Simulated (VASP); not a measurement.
# Al3GaN4 (an interface model) in VASP: single point with PBEsol

Aim: the single point of Al3GaN4 (an interface model) with PBEsol.

Program: VASP 6.6.1. These are calculated values, not measurements. Logs are shortened: lines on timing, memory, paths and dates and some standing lists are left out, and cuts for length are marked.

## Step 1: The cell of the first run

The cell holds layers of an interface, 8 atoms: a = 3.114 Å, b = 3.114 Å, c = 10.110 Å, α = 90.00°, β = 90.00°, γ = 120.00°.

## Step 2: Single point, PBEsol

Contents of INCAR:

```
PREC = Accurate
ENCUT = 520
EDIFF = 1E-6
ISMEAR = -1
SIGMA = 0.05
LREAL = F
LASPH = T
NELM = 120
ALGO = Normal
ISIF = 2
LWAVE = F
LCHARG = F
GGA = PS
NBANDS = 31
GGA_COMPAT = F
```

Contents of KPOINTS:

```
Automatic mesh
0
Gamma
  6 6 2
```

Contents of POSCAR:

```
Al3GaN4
1.0
    3.1138161393      0.0000000000      0.0000000000
   -1.5569080697      2.6966438794      0.0000000000
    0.0000000000      0.0000000000     10.1102729334
Ga Al N
1 3 4
Direct
    0.6666670000      0.3333330000      0.2591420000
    0.6666670000      0.3333330000      0.7581660000
    0.3333330000      0.6666670000      0.5112490000
    0.3333330000      0.6666670000      0.0047180000
    0.3333330000      0.6666670000      0.1925260000
    0.3333330000      0.6666670000      0.6991400000
    0.6666670000      0.3333330000      0.4531960000
    0.6666670000      0.3333330000      0.9459560000
```

Potentials or basis: VASP PAW PBE potentials, release 64 (Ga_d, Al, N).

On the command line:

```bash
cat potpaw_PBE.64/Ga_d/POTCAR potpaw_PBE.64/Al/POTCAR potpaw_PBE.64/N/POTCAR > POTCAR
mpirun -np 1 vasp_std > vasp.out
```

OUTCAR:

```text
PREC = Accurate
   ENCUT = 520
   EDIFF = 1E-6
   ISMEAR = -1
   LREAL = F
   LASPH = T
   NELM = 120
   ISIF = 2
   GGA = PS

 ion  position               nearest neighbor table
   1  0.667  0.333  0.259-   5 1.92   5 1.92   5 1.92   7 1.96   3 3.12   3 3.12   3 3.12   4 3.14
                             4 3.14   4 3.14
   2  0.667  0.333  0.758-   6 1.89   6 1.89   6 1.89   8 1.90   4 3.07   4 3.07   4 3.07   3 3.08
                             3 3.08   3 3.08
   3  0.333  0.667  0.511-   7 1.89   7 1.89   7 1.89   6 1.90   2 3.08   2 3.08   2 3.08   1 3.12
                             1 3.12   1 3.12
   4  0.333  0.667  0.005-   8 1.89   8 1.89   8 1.89   5 1.90   2 3.07   2 3.07   2 3.07   1 3.14
                             1 3.14   1 3.14
   5  0.333  0.667  0.193-   4 1.90   1 1.92   1 1.92   1 1.92
   6  0.333  0.667  0.699-   2 1.89   2 1.89   2 1.89   3 1.90
   7  0.667  0.333  0.453-   3 1.89   3 1.89   3 1.89   1 1.96
   8  0.667  0.333  0.946-   4 1.89   4 1.89   4 1.89   2 1.90

  LATTYP: Found a hexagonal cell.
 ALAT       =     3.1138161393
 C/A-ratio  =     3.2469074862

  Lattice vectors:

 A1 = (   3.1138161393,   0.0000000000,   0.0000000000)
 A2 = (  -1.5569080697,   2.6966438794,   0.0000000000)
 A3 = (   0.0000000000,   0.0000000000,  10.1102729334)

Analysis of symmetry for initial positions (statically):
=====================================================================
 Subroutine PRICEL returns:
 Original cell was already a primitive cell.

 Routine SETGRP: Setting up the symmetry group for a
 hexagonal supercell.

 Subroutine GETGRP returns: Found  6 space group operations
 (whereof  6 operations were pure point group operations)
 out of a pool of 24 trial point group operations.

The static configuration has the point symmetry C_3v.

Analysis of symmetry for dynamics (positions and initial velocities):
=====================================================================
 Subroutine PRICEL returns:
 Original cell was already a primitive cell.

 Routine SETGRP: Setting up the symmetry group for a
 hexagonal supercell.

 Subroutine GETGRP returns: Found  6 space group operations
 (whereof  6 operations were pure point group operations)
 out of a pool of 24 trial point group operations.

The dynamic configuration has the point symmetry C_3v.

 Subroutine INISYM returns: Found  6 space group operations
 (whereof  6 operations are pure point group operations),
 and found     1 'primitive' translations

----------------------------------------------------------------------------------------

                                     Primitive cell

  volume of cell :      84.8945

  direct lattice vectors                    reciprocal lattice vectors
     3.113816139  0.000000000  0.000000000     0.321149341  0.185415658  0.000000000
    -1.556908070  2.696643879  0.000000000     0.000000000  0.370831317  0.000000000
     0.000000000  0.000000000 10.110272933     0.000000000  0.000000000  0.098909298

  length of vectors
     3.113816139  3.113816139 10.110272933     0.370831317  0.370831317  0.098909298

  position of ions in fractional coordinates (direct lattice)
     0.666667000  0.333333000  0.259142000
     0.666667000  0.333333000  0.758166000
     0.333333000  0.666667000  0.511249000
     0.333333000  0.666667000  0.004718000
     0.333333000  0.666667000  0.192526000
     0.333333000  0.666667000  0.699140000
     0.666667000  0.333333000  0.453196000
     0.666667000  0.333333000  0.945956000

  ion indices of the primitive-cell ions
   primitive index   ion index
                 1           1
                 2           2
                 3           3
                 4           4
                 5           5
                 6           6
                 7           7
                 8           8

----------------------------------------------------------------------------------------

 KPOINTS: Automatic mesh

Automatic generation of k-mesh.
 Grid dimensions read from file:
 generate k-points for:    6    6    2

 Generating k-lattice:

  Cartesian coordinates                     Fractional coordinates (reciprocal lattice)
     0.053524890  0.030902610  0.000000000     0.166666667  0.000000000  0.000000000
     0.000000000  0.061805219  0.000000000     0.000000000  0.166666667  0.000000000
     0.000000000  0.000000000  0.049454649     0.000000000  0.000000000  0.500000000

  Length of vectors
     0.061805219  0.061805219  0.049454649

  Shift w.r.t. Gamma in fractional coordinates (k-lattice)
     0.000000000  0.000000000  0.000000000

 Subroutine IBZKPT returns following result:
 ===========================================

 Found     14 irreducible k-points:

 Following reciprocal coordinates:
            Coordinates               Weight
  0.000000  0.000000  0.000000      1.000000
  0.166667  0.000000  0.000000      6.000000
  0.333333 -0.000000  0.000000      6.000000
  0.500000  0.000000  0.000000      3.000000
  0.166667  0.166667  0.000000      6.000000
  0.333333  0.166667  0.000000     12.000000
  0.333333  0.333333  0.000000      2.000000
  0.000000  0.000000  0.500000      1.000000
  0.166667  0.000000  0.500000      6.000000
  0.333333 -0.000000  0.500000      6.000000
  0.500000  0.000000  0.500000      3.000000
  0.166667  0.166667  0.500000      6.000000
  0.333333  0.166667  0.500000     12.000000
  0.333333  0.333333  0.500000      2.000000
   k-points           NKPTS =     14   k-points in BZ     NKDIM =     14   number of bands    NBANDS=     31
   number of dos      NEDOS =    301   number of ions     NIONS =      8
   total plane-waves  NPLWV =  46080
   dimension x,y,z NGX =    24 NGY =   24 NGZ =   80
   dimension x,y,z NGXF=    48 NGYF=   48 NGZF=  160
   ions per type =               1   3   4
   NGX,Y,Z   is equivalent  to a cutoff of  12.81, 12.81, 13.15 a.u.
   NGXF,Y,Z  is equivalent  to a cutoff of  25.63, 25.63, 26.31 a.u.
 SYSTEM =  unknown system
   PREC   = accura    normal or accurate (medium, high low for compatibility)
   ISTART =      0    job   : 0-new  1-cont  2-samecut
   ICHARG =      2    charge: 1-file 2-atom 10-const
   ISPIN  =      1    spin polarized calculation?
   LNONCOLLINEAR =      F non collinear calculations
   LSORBIT =      F    spin-orbit coupling
   LASPH  =      T    aspherical Exc in radial PAW
   ENCUT  =  520.0 eV  38.22 Ry    6.18 a.u.   5.79  5.79 18.80*2*pi/ulx,y,z
   NELM   =    120;   NELMIN=  2; NELMDL= -5     # of ELM steps
   EDIFF  = 0.1E-05   stopping-criterion for ELM
   LREAL  =      F    real-space projection
   EDIFFG = 0.1E-04   stopping-criterion for IOM
   NSW    =      0    number of steps for IOM
   IBRION =     -1    ionic relax: 0-MD 1-quasi-New 2-CG
   NFREE  =      0    steps in history (QN), initial steepest desc. (CG)
   ISIF   =      2    stress and relaxation
   ISYM   =      2    0-nonsym 1-usesym 2-fastsym
   POTIM  = 0.5000    time-step for ionic-motion
   TEBEG  =    0.0;   TEEND  =   0.0 temperature during run
   PSTRESS=    0.0 pullay stress
   NELECT =      42.0000    total number of electrons
   NUPDOWN=      -1.0000    fix difference up-down
   EMIN   =  10.00;   EMAX   =-10.00  energy-range for DOS
   EFERMI =   0.00;   METHOD = LEGACY
   ISMEAR =    -1;   SIGMA  =   0.05  broadening in eV -4-tet -1-fermi 0-gaus
   EFERMI_NEDOS =   21; number of points for ismear=-14 and -15
   IALGO  =     38    algorithm
   IMIX   =      4    mixing-type and parameters
     AMIX     =   0.40;   BMIX     =  1.00
     AMIX_MAG =   1.60;   BMIX_MAG =  1.00
  volume/ion in A,a.u.               =      10.61        71.61
  Fermi-wavevector in a.u.,A,eV,Ry     =   1.294786  2.446791 22.809782  1.676472
  Thomas-Fermi vector in A             =   2.426347
   LORBIT       =      0    0 simple, 1 ext, 2 COOP (PROOUT), +10 PAW based schemes
   GGA     = PS    functional components
   LHFCALC =     F    Hartree Fock is set to
   AEXX    =    0.0000 exact exchange contribution
   IVDW    =     0    specifies the selected vdW correction
   LEPSILON=     F    determine dielectric tensor
   LRPA    =     F    only Hartree local field effects (RPA)
 non-spin polarized calculation
  energy-cutoff  :      520.00
  volume of cell :       84.89
 maximum number of plane-waves:      2304
 NGX is ok and might be reduce to    24
   NGX = 11   NGY = 11   NGZ = 37

 number of electron      41.9999999 magnetization

 Free energy of the ion-electron system (eV)
  ---------------------------------------------------
  ext. energy  EPLUGINS =         0.00000000
  ---------------------------------------------------
  free energy    TOTEN  =       -60.05014524 eV

  energy without entropy =      -60.05014524  energy(sigma->0) =      -60.05014524

 E-fermi :   7.2023     XC(G=0): -11.3551

 val. band max:        6.0829134179   @ k =   0.0000   0.0000   0.0000
 cond. band min:       9.3922116785   @ k =   0.0000   0.0000   0.0000
 fundamental gap:      3.3092982606
 Fermi energy:         7.2022775128

 k-point     1 :       0.0000    0.0000    0.0000
  band No.  band energies     occupation
      1      -9.5698      2.00000
      2      -8.9182      2.00000
      3      -8.5828      2.00000
      4      -7.7411      2.00000
      5      -6.9968      2.00000
      6      -6.9968      2.00000
[... 23 lines left out ...]
     30      16.7888      0.00000
     31      16.9578      0.00000

 k-point     2 :       0.1667    0.0000    0.0000
  band No.  band energies     occupation
      1      -9.2569      2.00000
      2      -8.6916      2.00000
      3      -8.2973      2.00000
      4      -7.5597      2.00000
      5      -6.9433      2.00000
      6      -6.9325      2.00000
[... 23 lines left out ...]
     30      16.7343      0.00000
     31      17.4383      0.00000

 k-point     3 :       0.3333   -0.0000    0.0000
  band No.  band energies     occupation
      1      -8.6830      2.00000
      2      -8.1459      2.00000
      3      -7.6500      2.00000
      4      -7.1186      2.00000
      5      -6.8592      2.00000
      6      -6.8503      2.00000
[... 23 lines left out ...]
     30      16.5926      0.00000
     31      17.2865      0.00000

 k-point     4 :       0.5000    0.0000    0.0000
  band No.  band energies     occupation
      1      -8.5193      2.00000
      2      -7.7645      2.00000
      3      -7.1799      2.00000
      4      -6.8956      2.00000
      5      -6.8565      2.00000
      6      -6.8381      2.00000
[... 23 lines left out ...]
     30      16.5528      0.00000
     31      16.6070      0.00000

 k-point     5 :       0.1667    0.1667    0.0000
  band No.  band energies     occupation
      1      -8.8027      2.00000
      2      -8.3135      2.00000
      3      -7.8281      2.00000
      4      -7.2398      2.00000
      5      -6.9019      2.00000
      6      -6.8013      2.00000
[... 23 lines left out ...]
     30      15.9702      0.00000
     31      16.7241      0.00000
[... 202 lines left out ...]
     30      16.7670      0.00000
     31      17.2512      0.00000

 k-point    12 :       0.1667    0.1667    0.5000
  band No.  band energies     occupation
      1      -8.7753      2.00000
      2      -8.3546      2.00000
      3      -7.8746      2.00000
      4      -7.1476      2.00000
      5      -6.9036      2.00000
      6      -6.7951      2.00000
[... 23 lines left out ...]
     30      16.1788      0.00000
     31      16.8243      0.00000

 k-point    13 :       0.3333    0.1667    0.5000
  band No.  band energies     occupation
      1      -8.5123      2.00000
      2      -7.7773      2.00000
      3      -7.2613      2.00000
      4      -6.8826      2.00000
      5      -6.8351      2.00000
      6      -6.8033      2.00000
[... 23 lines left out ...]
     30      15.8864      0.00000
     31      16.5601      0.00000

 k-point    14 :       0.3333    0.3333    0.5000
  band No.  band energies     occupation
      1      -8.4521      2.00000
      2      -7.6301      2.00000
      3      -6.8935      2.00000
      4      -6.8690      2.00000
      5      -6.7868      2.00000
      6      -6.7809      2.00000
[... 23 lines left out ...]
     30      15.9315      0.00000
     31      17.3802      0.00000

------------------------ aborting loop because EDIFF is reached ----------------------------------------

  FORCE on cell =-STRESS in cart. coord.  units (eV):
  Direction    XX          YY          ZZ          XY          YZ          ZX
  --------------------------------------------------------------------------------------
  -------------------------------------------------------------------------------------
  Total        1.2261116      1.2261116     -0.0414489     -0.0000000      0.0000000     -0.0000000
  in kB       23.1398826     23.1398826     -0.7822473     -0.0000000      0.0000000     -0.0000000
  external PRESSURE =      15.1658393 kB  Pullay stress =       0.0000000 kB

 VOLUME and BASIS-vectors are now :
 -----------------------------------------------------------------------------
  energy-cutoff  :      520.00
  volume of cell :       84.89
      direct lattice vectors                 reciprocal lattice vectors
     3.113816139  0.000000000  0.000000000     0.321149341  0.185415658  0.000000000
    -1.556908070  2.696643879  0.000000000     0.000000000  0.370831317  0.000000000
     0.000000000  0.000000000 10.110272933     0.000000000  0.000000000  0.098909298

 POSITION                                       TOTAL-FORCE (eV/Angst)
 -----------------------------------------------------------------------------------
      1.55691      0.89888      2.62000        -0.000000     -0.000000     -0.014785
      1.55691      0.89888      7.66527        -0.000000      0.000000      0.001459
     -0.00000      1.79776      5.16887        -0.000000      0.000000      0.002134
     -0.00000      1.79776      0.04770        -0.000000      0.000000      0.000835
     -0.00000      1.79776      1.94649         0.000000      0.000000      0.018838
     -0.00000      1.79776      7.06850         0.000000     -0.000000     -0.001421
      1.55691      0.89888      4.58194        -0.000000     -0.000000     -0.005618
      1.55691      0.89888      9.56387        -0.000000      0.000000     -0.001442
 -----------------------------------------------------------------------------------
    total drift:                               -0.000781      0.000450      0.000476

  FREE ENERGIE OF THE ION-ELECTRON SYSTEM (eV)
  ---------------------------------------------------
  free  energy   TOTEN  =       -60.0501452449 eV

  energy  without entropy=      -60.0501452449  energy(sigma->0) =      -60.05014524
```

It took 20 s on 1 thread of Intel Xeon Platinum 8559C (Emerald Rapids), shared host; peak memory 0.2 GiB.

What came out:

| Quantity | Value |
| --- | --- |
| Free energy | -60.0501 eV |
| Pressure | 1.5 GPa |
| Largest force | 0.019 eV/Å |
| Band gap on the k mesh | 3.31 eV, direct |

Forces on the atoms (eV/Å):
```
Ga   0.000  0.000 -0.015
Al   0.000  0.000  0.001
Al   0.000  0.000  0.002
Al   0.000  0.000  0.001
N    0.000  0.000  0.019
N    0.000  0.000 -0.001
N    0.000  0.000 -0.006
N    0.000  0.000 -0.001
```

Levels at points of the mesh, in eV from the valence-band top:
| k point | band 18 | band 19 | band 20 | band 21 | band 22 | band 23 | band 24 | band 25 |
| --- | --- | --- | --- | --- | --- | --- | --- | --- |
| (0.00, 0.00, 0.00) | -0.70 | -0.24 | 0.00 | 0.00 | 3.31 | 5.39 | 5.90 | 6.19 |
| (0.50, 0.00, 0.00) | -1.82 | -1.70 | -1.61 | -0.93 | 4.59 | 4.86 | 5.26 | 5.67 |
| (0.00, 0.00, 0.50) | -0.64 | -0.64 | -0.01 | -0.01 | 4.05 | 4.65 | 5.90 | 6.31 |
| (0.50, 0.00, 0.50) | -1.65 | -1.49 | -1.27 | -1.13 | 4.30 | 4.75 | 5.39 | 5.61 |

Caveat: the PAW data sets were made with another functional, which shifts forces and pressure a little.
